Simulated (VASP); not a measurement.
Wanted: the native input for a VASP 6.6.1 run.

- Task: single point
- Functional: PBEsol
- Potentials or basis: VASP PAW PBE potentials, release 64 (Bi_d, Se)
- Cutoff: 520 eV
- k mesh: 6 × 6 × 6
- Occupations: gaussian, width 0.01 eV
- Spin: no spin polarisation
- Dipole correction: no
- Further INCAR settings: ALGO = Normal; EDIFF = 1e-06; NBANDS = 32

The structure of Bi2Se3 lies in POSCAR:

```
Bi2Se3
1.0
    2.0715000000      1.1959800000      9.5453300000
   -2.0715000000      1.1959800000      9.5453300000
    0.0000000000     -2.3919600000      9.5453300000
Bi Se
2 3
Direct
    0.4008000000      0.4008000000      0.4008000000
    0.5992000000      0.5992000000      0.5992000000
    0.0000000000      0.0000000000      0.0000000000
    0.2117000000      0.2117000000      0.2117000000
    0.7883000000      0.7883000000      0.7883000000
```

The input as run:

INCAR

```
SYSTEM = Bi2Se3
  ALGO = Normal
  EDIFF = 1E-6
  ENCUT = 520
  GGA = PS
  ISIF = 2
  ISMEAR = 0
  LASPH = .True.
  LCHARG = .False.
  LREAL = .False.
  LWAVE = .False.
  NBANDS = 32
  NELM = 100
  PREC = Accurate
  SIGMA = 0.01
```

KPOINTS

```
k-points
0
Gamma
  6 6 6
  0 0 0
```

Potentials or basis: VASP PAW PBE potentials, release 64 (Bi_d, Se).

Run with:

```bash
$ cat potpaw_PBE.64/Bi_d/POTCAR potpaw_PBE.64/Se/POTCAR > POTCAR
$ mpirun -np 1 vasp_std > vasp.out
```

Results of the run:

| Item | Value |
| --- | --- |
| Pressure | -0.3 GPa |
| Largest force | 0.191 eV/Å |
| Band gap on the k mesh | 0.14 eV |

Caveat: the PAW data sets were made with another functional, which shifts forces and pressure a little; spin-orbit coupling is left out, which moves the levels of the heavy elements.

It took 16 min on 1 thread of AMD EPYC 7R43 64-Core Processor (Zen 3), on a shared host, peak memory 0.89 GiB.
